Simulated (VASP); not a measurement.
# Rh (Fm-3m) in VASP: notebook, part 2 of 2

VASP 6.6.1.

### 4 Single point, PBE, collinear spin, ferromagnetic start (12.36 Å³/atom)

This run uses another cell than the first one, of 12.36 Å³/atom.

INCAR reads:

```
  PREC = Accurate
  ENCUT = 520
  EDIFF = 1E-7
  ISMEAR = 0
  SIGMA = 0.15
  LREAL = False
  LASPH = True
  NELM = 150
  ALGO = Normal
  ISIF = 2
  LWAVE = False
  LCHARG = True
  ISPIN = 2
  MAGMOM = 1
  LORBIT = 11
  NUPDOWN = 1.0
  LMAXMIX = 4
  GGA = PE
  LELF = True
  LVHAR = True
  NBANDS = 18
```

KPOINTS reads:

```
Automatic mesh
0
Gamma
  22 22 22
```

POSCAR reads:

```
Rh
1.0
    0.0000000000      1.8351625453      1.8351625453
    1.8351625453      0.0000000000      1.8351625453
    1.8351625453      1.8351625453      0.0000000000
Rh
1
Direct
    0.0000000000      0.0000000000      0.0000000000
```

Potentials or basis: VASP PAW PBE potentials, release 64 (Rh_pv).

Launch:

```sh
$ cat potpaw_PBE.64/Rh_pv/POTCAR > POTCAR
$ mpirun -np 1 vasp_std > vasp.out
```

OUTCAR:

```text
PREC = Accurate
   ENCUT = 520
   EDIFF = 1E-7
   ISMEAR = 0
   LREAL = False
   LASPH = True
   NELM = 150
   ISIF = 2
   ISPIN = 2
   LORBIT = 11
   NUPDOWN = 1.0
   GGA = PE

 ion  position               nearest neighbor table
   1  0.000  0.000  0.000-

  LATTYP: Found a face centered cubic cell.
 ALAT       =     3.6703250906

  Lattice vectors:

 A1 = (   0.0000000000,   1.8351625453,   1.8351625453)
 A2 = (   1.8351625453,   0.0000000000,   1.8351625453)
 A3 = (   1.8351625453,   1.8351625453,   0.0000000000)

Analysis of symmetry for initial positions (statically):
=====================================================================
 Subroutine PRICEL returns:
 Original cell was already a primitive cell.

 Routine SETGRP: Setting up the symmetry group for a
 face centered cubic supercell.

 Subroutine GETGRP returns: Found 48 space group operations
 (whereof 48 operations were pure point group operations)
 out of a pool of 48 trial point group operations.

The static configuration has the point symmetry O_h .

Analysis of symmetry for dynamics (positions and initial velocities):
=====================================================================
 Subroutine PRICEL returns:
 Original cell was already a primitive cell.

 Routine SETGRP: Setting up the symmetry group for a
 face centered cubic supercell.

 Subroutine GETGRP returns: Found 48 space group operations
 (whereof 48 operations were pure point group operations)
 out of a pool of 48 trial point group operations.

The dynamic configuration has the point symmetry O_h .

Analysis of structural, dynamic, and magnetic symmetry:
=====================================================================
 Subroutine PRICEL returns:
 Original cell was already a primitive cell.

 Routine SETGRP: Setting up the symmetry group for a
 face centered cubic supercell.

 Subroutine GETGRP returns: Found 48 space group operations
 (whereof 48 operations were pure point group operations)
 out of a pool of 48 trial point group operations.

The overall configuration has the point symmetry O_h .

[... 129 lines left out ...]
  energy-cutoff  :      520.00
  volume of cell :       12.36
 maximum number of plane-waves:       342
   NGX =  9   NGY =  9   NGZ =  9

 number of electron      15.0000000 magnetization       1.0000000

 Free energy of the ion-electron system (eV)
  ---------------------------------------------------
  ext. energy  EPLUGINS =         0.00000000
  ---------------------------------------------------
  free energy    TOTEN  =        -6.80465375 eV

  energy without entropy =       -6.78934729  energy(sigma->0) =       -6.79700052

 E-fermi :  13.4082     XC(G=0): -14.7181

 val. band max:       14.3311351710   @ k =  -0.4545   0.2727   0.0000
 cond. band min:      13.4087348707   @ k =   0.5000   0.3182   0.0455
 fundamental gap:     -0.9224003003
 Fermi energy:        14.3348781745

 spin component 1

 k-point     1 :       0.0000    0.0000    0.0000
  band No.  band energies     occupation
      1     -32.9146      1.00000
      2     -32.9146      1.00000
      3     -32.9146      1.00000
      4       5.1207      1.00000
      5      10.0645      1.00000
      6      10.0645      1.00000
[... 493 lines left out ...]
     17      47.9927      0.00000
     18      54.5983      0.00000

 [... further k-points ...]

 spin component 2

 k-point     1 :       0.0000    0.0000    0.0000
  band No.  band energies     occupation
      1     -32.0958      1.00000
      2     -32.0958      1.00000
      3     -32.0958      1.00000
      4       5.3055      1.00000
      5      10.7398      1.00000
      6      10.7398      1.00000
[... 493 lines left out ...]
     17      48.1748      0.00000
     18      54.8860      0.00000

 [... further k-points ...]

------------------------ aborting loop because EDIFF is reached ----------------------------------------

  FORCE on cell =-STRESS in cart. coord.  units (eV):
  Direction    XX          YY          ZZ          XY          YZ          ZX
  --------------------------------------------------------------------------------------
  -------------------------------------------------------------------------------------
  Total        4.2706026      4.2706026      4.2706026      0.0000000      0.0000000      0.0000000
  in kB      553.5363368    553.5363368    553.5363368      0.0000000      0.0000000      0.0000000
  external PRESSURE =     553.5363368 kB  Pullay stress =       0.0000000 kB

 VOLUME and BASIS-vectors are now :
 -----------------------------------------------------------------------------
  energy-cutoff  :      520.00
  volume of cell :       12.36
      direct lattice vectors                 reciprocal lattice vectors
     0.000000000  1.835162545  1.835162545    -0.272455430  0.272455430  0.272455430
     1.835162545  0.000000000  1.835162545     0.272455430 -0.272455430  0.272455430
     1.835162545  1.835162545  0.000000000     0.272455430  0.272455430 -0.272455430

 POSITION                                       TOTAL-FORCE (eV/Angst)
 -----------------------------------------------------------------------------------
      0.00000      0.00000      0.00000         0.000000     -0.000000      0.000000
 -----------------------------------------------------------------------------------
    total drift:                               -0.000000     -0.000000     -0.000000

  FREE ENERGIE OF THE ION-ELECTRON SYSTEM (eV)
  ---------------------------------------------------
  free  energy   TOTEN  =        -6.8046537536 eV

  energy  without entropy=       -6.7893472900  energy(sigma->0) =       -6.79700052

 total charge

# of ion       s       p       d       tot
------------------------------------------
    1        0.464   6.373   7.181  14.018

 magnetization (x)

# of ion       s       p       d       tot
------------------------------------------
    1        0.002   0.010   0.971   0.983
```

OSZICAR:

```text
N       E                     dE             d eps       ncg     rms          rms(c)
DAV:   1     0.131330542453E+03    0.13133E+03   -0.80928E+03 23944   0.950E+02
DAV:   2    -0.470919420231E+01   -0.13604E+03   -0.12880E+03 25132   0.301E+02
DAV:   3    -0.720136660655E+01   -0.24922E+01   -0.24779E+01 26702   0.426E+01
DAV:   4    -0.720841602901E+01   -0.70494E-02   -0.70489E-02 26052   0.229E+00
DAV:   5    -0.720844826465E+01   -0.32236E-04   -0.32235E-04 25600   0.139E-01    0.149E+01
DAV:   6    -0.683354430288E+01    0.37490E+00   -0.35229E-01 24756   0.838E+00    0.636E+00
DAV:   7    -0.680664031832E+01    0.26904E-01   -0.22790E-02 26080   0.189E+00    0.292E+00
DAV:   8    -0.680531069886E+01    0.13296E-02   -0.25570E-03 25042   0.532E-01    0.146E+00
DAV:   9    -0.680462330379E+01    0.68740E-03   -0.89852E-04 25430   0.365E-01    0.147E-01
DAV:  10    -0.680465868992E+01   -0.35386E-04   -0.71557E-05 24918   0.842E-02    0.288E-02
DAV:  11    -0.680465455972E+01    0.41302E-05   -0.13837E-06 25784   0.135E-02    0.780E-03
DAV:  12    -0.680465384416E+01    0.71557E-06   -0.32335E-07 24656   0.498E-03    0.370E-03
DAV:  13    -0.680465375362E+01    0.90532E-07   -0.27942E-08 14992   0.172E-03
   1 F= -.68046538E+01 E0= -.67970005E+01  d E =-.153065E-01  mag=     1.0000
```

stdout:

```text
POSCAR found type information on POSCAR Rh
 POSCAR found :  1 types and       1 ions
 scaLAPACK will be used
 LDA part: xc-table for (Slater+PW92), standard interpolation
 POSCAR, INCAR and KPOINTS ok, starting setup
 FFT: planning ... GRIDC
 FFT: planning ... GRID_SOFT
 FFT: planning ... GRID
 WAVECAR not read
 entering main loop
```

It took 74 s on 1 thread of AMD EPYC 9R45 (Zen 5), shared host; peak memory 0.18 GiB.

Results:

- Free energy: -6.8047 eV
- Pressure: 55.4 GPa
- Net moment: 1.00 μB per cell
- Site moments: Rh +0.98 μB
- Valence electrons inside the program's atomic spheres: Rh 14.02

Caveat: the cell stands under pressure; the total moment is fixed, so each spin has its own Fermi level.

### 5 Single point, PBE, collinear spin, ferromagnetic start (12.36 Å³/atom)

This run uses another cell than the first one, of 12.36 Å³/atom.

INCAR reads:

```
SYSTEM = Rh
  PREC = Accurate
  ENCUT = 520
  EDIFF = 1E-6
  ISMEAR = 0
  SIGMA = 0.15
  LREAL = .False.
  LASPH = .True.
  NELM = 150
  ALGO = Normal
  ISIF = 2
  LWAVE = .False.
  LCHARG = .False.
  ISPIN = 2
  MAGMOM = 0.75
  LORBIT = 11
  NUPDOWN = 0.75
  LMAXMIX = 4
  GGA = PE
  NBANDS = 18
```

KPOINTS reads:

```
regular mesh
0
Gamma
  22 22 22
  0 0 0
```

POSCAR is that of step 4.

Potentials or basis: VASP PAW PBE potentials, release 64 (Rh_pv).

Launch:

```sh
$ cat potpaw_PBE.64/Rh_pv/POTCAR > POTCAR
$ mpirun -np 1 vasp_std > vasp.out
```

OUTCAR:

```text
SYSTEM = Rh
   PREC = Accurate
   ENCUT = 520
   EDIFF = 1E-6
   ISMEAR = 0
   LREAL = .False.
   LASPH = .True.
   NELM = 150
   ISIF = 2
   ISPIN = 2
   LORBIT = 11
   NUPDOWN = 0.75
   GGA = PE

 ion  position               nearest neighbor table
   1  0.000  0.000  0.000-

  LATTYP: Found a face centered cubic cell.
 ALAT       =     3.6703250906

  Lattice vectors:

 A1 = (   0.0000000000,   1.8351625453,   1.8351625453)
 A2 = (   1.8351625453,   0.0000000000,   1.8351625453)
 A3 = (   1.8351625453,   1.8351625453,   0.0000000000)

Analysis of symmetry for initial positions (statically):
=====================================================================
 Subroutine PRICEL returns:
 Original cell was already a primitive cell.

 Routine SETGRP: Setting up the symmetry group for a
 face centered cubic supercell.

 Subroutine GETGRP returns: Found 48 space group operations
 (whereof 48 operations were pure point group operations)
 out of a pool of 48 trial point group operations.

The static configuration has the point symmetry O_h .

Analysis of symmetry for dynamics (positions and initial velocities):
=====================================================================
 Subroutine PRICEL returns:
 Original cell was already a primitive cell.

 Routine SETGRP: Setting up the symmetry group for a
 face centered cubic supercell.

 Subroutine GETGRP returns: Found 48 space group operations
 (whereof 48 operations were pure point group operations)
 out of a pool of 48 trial point group operations.

The dynamic configuration has the point symmetry O_h .

Analysis of structural, dynamic, and magnetic symmetry:
=====================================================================
 Subroutine PRICEL returns:
 Original cell was already a primitive cell.

 Routine SETGRP: Setting up the symmetry group for a
 face centered cubic supercell.

 Subroutine GETGRP returns: Found 48 space group operations
 (whereof 48 operations were pure point group operations)
 out of a pool of 48 trial point group operations.

The overall configuration has the point symmetry O_h .

 Subroutine INISYM returns: Found 48 space group operations
 (whereof 48 operations are pure point group operations),
 and found     1 'primitive' translations

----------------------------------------------------------------------------------------

                                     Primitive cell

  volume of cell :      12.3610

  direct lattice vectors                    reciprocal lattice vectors
     0.000000000  1.835162545  1.835162545    -0.272455430  0.272455430  0.272455430
     1.835162545  0.000000000  1.835162545     0.272455430 -0.272455430  0.272455430
     1.835162545  1.835162545  0.000000000     0.272455430  0.272455430 -0.272455430

  length of vectors
     2.595311761  2.595311761  2.595311761     0.471906647  0.471906647  0.471906647

  position of ions in fractional coordinates (direct lattice)
     0.000000000  0.000000000  0.000000000

  ion indices of the primitive-cell ions
   primitive index   ion index
                 1           1
[... 51 lines left out ...]
  0.500000  0.045455  0.000000     24.000000
 -0.454545  0.045455  0.000000     24.000000
 [... further k-points ...]
   k-points           NKPTS =    328   k-points in BZ     NKDIM =    328   number of bands    NBANDS=     18
   number of dos      NEDOS =    301   number of ions     NIONS =      1
   total plane-waves  NPLWV =   8000
   dimension x,y,z NGX =    20 NGY =   20 NGZ =   20
   dimension x,y,z NGXF=    40 NGYF=   40 NGZF=   40
   ions per type =               1
   NGX,Y,Z   is equivalent  to a cutoff of  12.81, 12.81, 12.81 a.u.
   NGXF,Y,Z  is equivalent  to a cutoff of  25.62, 25.62, 25.62 a.u.
 SYSTEM =  Rh
   PREC   = accura    normal or accurate (medium, high low for compatibility)
   ISTART =      0    job   : 0-new  1-cont  2-samecut
   ICHARG =      2    charge: 1-file 2-atom 10-const
   ISPIN  =      2    spin polarized calculation?
   LNONCOLLINEAR =      F non collinear calculations
   LSORBIT =      F    spin-orbit coupling
   LASPH  =      T    aspherical Exc in radial PAW
   ENCUT  =  520.0 eV  38.22 Ry    6.18 a.u.   4.83  4.83  4.83*2*pi/ulx,y,z
   NELM   =    150;   NELMIN=  2; NELMDL= -5     # of ELM steps
   EDIFF  = 0.1E-05   stopping-criterion for ELM
   LREAL  =      F    real-space projection
   EDIFFG = 0.1E-04   stopping-criterion for IOM
   NSW    =      0    number of steps for IOM
   IBRION =     -1    ionic relax: 0-MD 1-quasi-New 2-CG
   NFREE  =      0    steps in history (QN), initial steepest desc. (CG)
   ISIF   =      2    stress and relaxation
   ISYM   =      2    0-nonsym 1-usesym 2-fastsym
   POTIM  = 0.5000    time-step for ionic-motion
   TEBEG  =    0.0;   TEEND  =   0.0 temperature during run
   PSTRESS=    0.0 pullay stress
   NELECT =      15.0000    total number of electrons
   NUPDOWN=       0.7500    fix difference up-down
   EMIN   =  10.00;   EMAX   =-10.00  energy-range for DOS
   EFERMI =   0.00;   METHOD = LEGACY
   ISMEAR =     0;   SIGMA  =   0.15  broadening in eV -4-tet -1-fermi 0-gaus
   EFERMI_NEDOS =   21; number of points for ismear=-14 and -15
   IALGO  =     38    algorithm
   IMIX   =      4    mixing-type and parameters
     AMIX     =   0.40;   BMIX     =  1.00
     AMIX_MAG =   1.60;   BMIX_MAG =  1.00
  volume/ion in A,a.u.               =      12.36        83.42
  Fermi-wavevector in a.u.,A,eV,Ry     =   1.746173  3.299789 41.485820  3.049122
  Thomas-Fermi vector in A             =   2.817718
   LORBIT       =     11    0 simple, 1 ext, 2 COOP (PROOUT), +10 PAW based schemes
   GGA     = PE    functional components
   LHFCALC =     F    Hartree Fock is set to
   AEXX    =    0.0000 exact exchange contribution
   IVDW    =     0    specifies the selected vdW correction
   LEPSILON=     F    determine dielectric tensor
   LRPA    =     F    only Hartree local field effects (RPA)
 spin polarized calculation
 Gauss-broadening in eV      SIGMA  =   0.15
  energy-cutoff  :      520.00
  volume of cell :       12.36
 maximum number of plane-waves:       342
   NGX =  9   NGY =  9   NGZ =  9

 number of electron      15.0000000 magnetization       0.7500000

 Free energy of the ion-electron system (eV)
  ---------------------------------------------------
  ext. energy  EPLUGINS =         0.00000000
  ---------------------------------------------------
  free energy    TOTEN  =        -6.90734851 eV

  energy without entropy =       -6.89027614  energy(sigma->0) =       -6.89881233

 E-fermi :  13.5454     XC(G=0): -14.7224

 val. band max:       14.2649058414   @ k =   0.5000   0.4545   0.0000
 cond. band min:      13.5508998628   @ k =  -0.3182   0.1818   0.0000
 fundamental gap:     -0.7140059786
 Fermi energy:        14.2729101845

 spin component 1

 k-point     1 :       0.0000    0.0000    0.0000
  band No.  band energies     occupation
      1     -32.8483      1.00000
      2     -32.8483      1.00000
      3     -32.8483      1.00000
      4       5.1445      1.00000
      5      10.1244      1.00000
      6      10.1244      1.00000
[... 493 lines left out ...]
     17      48.0096      0.00000
     18      54.6301      0.00000

 [... further k-points ...]

 spin component 2

 k-point     1 :       0.0000    0.0000    0.0000
  band No.  band energies     occupation
      1     -32.2320      1.00000
      2     -32.2320      1.00000
      3     -32.2320      1.00000
      4       5.2790      1.00000
      5      10.6326      1.00000
      6      10.6326      1.00000
[... 493 lines left out ...]
     17      48.1430      0.00000
     18      54.8454      0.00000

 [... further k-points ...]

------------------------ aborting loop because EDIFF is reached ----------------------------------------

  FORCE on cell =-STRESS in cart. coord.  units (eV):
  Direction    XX          YY          ZZ          XY          YZ          ZX
  --------------------------------------------------------------------------------------
  -------------------------------------------------------------------------------------
  Total        3.9633550      3.9633550      3.9633550      0.0000000      0.0000000     -0.0000000
  in kB      513.7122809    513.7122809    513.7122809      0.0000000      0.0000000     -0.0000000
  external PRESSURE =     513.7122809 kB  Pullay stress =       0.0000000 kB

 VOLUME and BASIS-vectors are now :
 -----------------------------------------------------------------------------
  energy-cutoff  :      520.00
  volume of cell :       12.36
      direct lattice vectors                 reciprocal lattice vectors
     0.000000000  1.835162545  1.835162545    -0.272455430  0.272455430  0.272455430
     1.835162545  0.000000000  1.835162545     0.272455430 -0.272455430  0.272455430
     1.835162545  1.835162545  0.000000000     0.272455430  0.272455430 -0.272455430

 POSITION                                       TOTAL-FORCE (eV/Angst)
 -----------------------------------------------------------------------------------
      0.00000      0.00000      0.00000         0.000000      0.000000      0.000000
 -----------------------------------------------------------------------------------
    total drift:                               -0.000000     -0.000000     -0.000000

  FREE ENERGIE OF THE ION-ELECTRON SYSTEM (eV)
  ---------------------------------------------------
  free  energy   TOTEN  =        -6.9073485134 eV

  energy  without entropy=       -6.8902761437  energy(sigma->0) =       -6.89881233

 total charge

# of ion       s       p       d       tot
------------------------------------------
    1        0.462   6.374   7.180  14.016

 magnetization (x)

# of ion       s       p       d       tot
------------------------------------------
    1        0.001   0.007   0.730   0.738
```

stdout:

```text
POSCAR found type information on POSCAR Rh
 POSCAR found :  1 types and       1 ions
 scaLAPACK will be used
 LDA part: xc-table for (Slater+PW92), standard interpolation
 POSCAR, INCAR and KPOINTS ok, starting setup
 FFT: planning ... GRIDC
 FFT: planning ... GRID_SOFT
 FFT: planning ... GRID
 WAVECAR not read
 entering main loop
```

Run time: 68 s. Hardware: 1 thread of AMD EPYC 9R45 (Zen 5), shared host; peak memory 0.18 GiB.

Results:

- Free energy: -6.9073 eV
- Pressure: 51.4 GPa
- Net moment: 0.75 μB per cell
- Site moments: Rh +0.74 μB
- Valence electrons inside the program's atomic spheres: Rh 14.02

Caveat: the cell stands under pressure; the total moment is fixed, so each spin has its own Fermi level.

### 6 Overview

```tsv
fixed moment (μB)	cell	pressure (GPa)	moment (μB)
0.625	a = 2.535 Å, angles 60.0°, 1 atom	89.5	0.62
0.375	a = 2.535 Å, angles 60.0°, 1 atom	86.5	0.38
1.0	a = 2.595 Å, angles 60.0°, 1 atom	55.4	1.00
0.75	a = 2.595 Å, angles 60.0°, 1 atom	51.4	0.75
```

Alike in all rows: task single point; level PBE; potentials or basis VASP PAW PBE potentials, release 64 (Rh_pv); spin collinear, ferromagnetic start; k mesh 22 × 22 × 22; cutoff (eV) 520; smearing gaussian 0.15 eV.

Caveats: the cell stands under pressure; the total moment is fixed, so each spin has its own Fermi level.

Absolute energies hang on the potentials; compare differences alone.
